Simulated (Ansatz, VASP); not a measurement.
Cu in VASP and in Ansatz

```
Cu
1.0
    -1.52311    1.52311    1.23478
     1.52311   -1.52311    1.23478
     1.52311    1.52311   -1.23478
Cu
1
Direct
  0.00000 0.00000 0.00000
```

Alike in both runs: task single point; functional LDA; k mesh 26 × 26 × 26; occupations gaussian, width 0.15 eV; no spin polarisation.

|  | VASP | Ansatz |
| --- | --- | --- |
| version | VASP 6.6.1 | Ansatz 0.2.0 |
| potentials or method | VASP PAW LDA potentials, release 64 (Cu), cutoff 520 eV | scalar-relativistic, plane waves, PAW |
| valence electrons in the cell | 11 | 19 |

```csv
,VASP,Ansatz,Ansatz less VASP
gap on the k mesh at the Fermi level (eV),none,none,-
pressure (GPa),-5.0,-5.9,-0.91
"traceless stress, the component that is largest in VASP (GPa)",5.80,5.71,-0.095
```

LDA's correlation is that of Perdew and Zunger in VASP and of Perdew and Wang (1992) in Ansatz. A gap of «none» marks a metal or a gap that the smearing closes. VASP's potentials hold 11 valence electrons a cell and Ansatz's 19, so a difference there can come from the potentials and not from the codes.
